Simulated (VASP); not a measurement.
Runs of VASP 6.6.1 on LiCl. It takes space group Fm-3m (No. 225, cubic). The conventional cell has a = 5.112 Å, b = 5.112 Å, c = 5.112 Å, α = 90.00°, β = 90.00°, γ = 90.00°. Li (site symmetry m-3m) has 6 Cl at 2.56 Å within 3.4 Å. Within 3.4 Å of Cl (site symmetry m-3m) lie 6 Li at 2.56 Å. 

```csv
level,potentials or basis,k mesh,cutoff (eV),gap on the mesh (eV),pressure (GPa)
r2SCAN,"VASP PAW PBE potentials, release 64 (Li_sv, Cl)",4 × 4 × 4,830,7.36,-0.4
LDA,"VASP PAW LDA potentials, release 64 (Li_sv, Cl)",8 × 8 × 8,750,6.06,(b)
r2SCAN,"VASP PAW PBE potentials, release 64 (Li_sv, Cl)",6 × 6 × 6,830,7.36,-0.5
PBE,"VASP PAW PBE potentials, release 64 (Li_sv, Cl)",8 × 8 × 8,750,6.39,(a)
```

Alike in all rows: task single point; no spin polarisation; cell as given; smearing gaussian 0.01 eV.

Task: Fill in the values left out.

Result: (a) 0.7; (b) -3.0.

Caveats: some runs use coarse meshes; the PAW data sets were made with another functional, which shifts forces and pressure a little (at least some runs); the cell stands under tension (at least some runs).

A k mesh can miss the band edges.
